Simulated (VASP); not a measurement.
W, 8 atoms in the cell. The typed cell holds 8 atoms: a = 5.742 Å, b = 5.742 Å, c = 5.742 Å, α = 60.00°, β = 60.00°, γ = 60.00°. 

- Program: VASP 6.6.1
- Task: single point
- Functional: PBE
- Potentials or basis: VASP PAW PBE potentials, release 64 (W_sv)
- Cutoff: 400 eV
- k mesh: 2 × 2 × 2
- Occupations: fermi-dirac, width 0.1 eV
- Spin: no spin polarisation
- Dipole correction: no
- Further INCAR settings: ALGO = Normal; EDIFF = 1e-06; NBANDS = 66

Potentials or basis: VASP PAW PBE potentials, release 64 (W_sv).

The run is started by

```console
$ cat potpaw_PBE.64/W_sv/POTCAR > POTCAR
$ mpirun -np 1 vasp_std > vasp.out
```

Hardware: 1 thread of AMD EPYC 7R13 (shared host).

Problem. How long does it take, and how much memory?

Solution. Wall time 90 s on 1 thread of AMD EPYC 7R13 (shared host), peak memory 0.21 GiB. Counts: scf iterations 15, k points 8.
